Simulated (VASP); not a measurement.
Set up this calculation in VASP 6.6.1, as the native input.

| Quantity | Value |
| --- | --- |
| Task | single point |
| Functional | B3LYP |
| Potentials or basis | VASP PAW PBE potentials, release 64 (P) |
| Cutoff | 400 eV |
| k mesh | 4 × 4 × 4 |
| Occupations | gaussian, width 0.01 eV |
| Spin | no spin polarisation |
| Dipole correction | no |
| Grid for exact exchange (PRECFOCK) | Normal |
| Further INCAR settings | ALGO = Normal; EDIFF = 1e-06; NBANDS = 12 |
| Share of exact exchange | 0.2 |

P:

```
CELL_PARAMETERS angstrom
-1.69151 2.51517 1.85894
1.69151 -2.51517 1.85894
1.69151 2.51517 -1.85894
ATOMIC_POSITIONS crystal
P 0.80331 0.05331 0.75000
P 0.19669 0.94669 0.25000
```

One way to write it, as run:

POSCAR

```
P
1.0
   -1.6915100000      2.5151650000      1.8589440000
    1.6915100000     -2.5151650000      1.8589440000
    1.6915100000      2.5151650000     -1.8589440000
P
2
Direct
    0.8033090000      0.0533090000      0.7500000000
    0.1966910000      0.9466910000      0.2500000000
```

INCAR.step1

```
PREC     = Accurate       # precision mode
ENCUT    = 400            # plane-wave cutoff, eV
EDIFF    = 1E-5           # SCF threshold, eV
ISMEAR   = 0              # smearing method
SIGMA    = 0.01           # smearing width, eV
LREAL    = False          # projectors in reciprocal space
LASPH    = True           # aspherical terms in the spheres
NELM     = 120            # most SCF steps
ALGO     = Normal         # electronic algorithm
ISIF     = 2              # what is computed and relaxed
LWAVE    = True           # write WAVECAR
LCHARG   = False          # write CHGCAR
NBANDS   = 12             # bands
GGA      = PE             # functional
GGA_COMPAT= False
```

INCAR.step2

```
PREC     = Accurate       # precision mode
ENCUT    = 400            # plane-wave cutoff, eV
EDIFF    = 1E-6           # SCF threshold, eV
ISMEAR   = 0              # smearing method
SIGMA    = 0.01           # smearing width, eV
LREAL    = False          # projectors in reciprocal space
LASPH    = True           # aspherical terms in the spheres
NELM     = 120            # most SCF steps
ALGO     = Normal         # electronic algorithm
ISIF     = 2              # what is computed and relaxed
LWAVE    = False          # write WAVECAR
LCHARG   = False          # write CHGCAR
GGA      = B3             # functional
LHFCALC  = True           # exact exchange
AEXX     = 0.2            # exact-exchange fraction
AGGAX    = 0.72         
AGGAC    = 0.81         
ALDAC    = 0.19         
PRECFOCK = Normal       
NBANDS   = 12             # bands
ISTART   = 1            
GGA_COMPAT= False
```

KPOINTS

```
Automatic mesh
0
Gamma
  4 4 4
```

Potentials or basis: VASP PAW PBE potentials, release 64 (P).

The run is started by

```console
$ cat potpaw_PBE.64/P/POTCAR > POTCAR
$ cp INCAR.step1 INCAR
$ mpirun -np 1 vasp_std > vasp.out
$ cp INCAR.step2 INCAR
$ mpirun -np 1 vasp_std > vasp.out
```

It gave:

The pressure is 7.2 GPa and the largest force is 0.337 eV/Å. The band gap on the k mesh is zero (bands 5 and 6 overlap by 0.78 eV).

Caveat: the k points lie up to 0.56 Å⁻¹ apart, too coarse for converged energies and pressures of a metal; the PAW data sets were made with another functional, which shifts forces and pressure a little.

Run time: 6.5 min on 1 thread of Intel Xeon 8259CL, with other jobs on the host, peak memory 0.13 GiB.
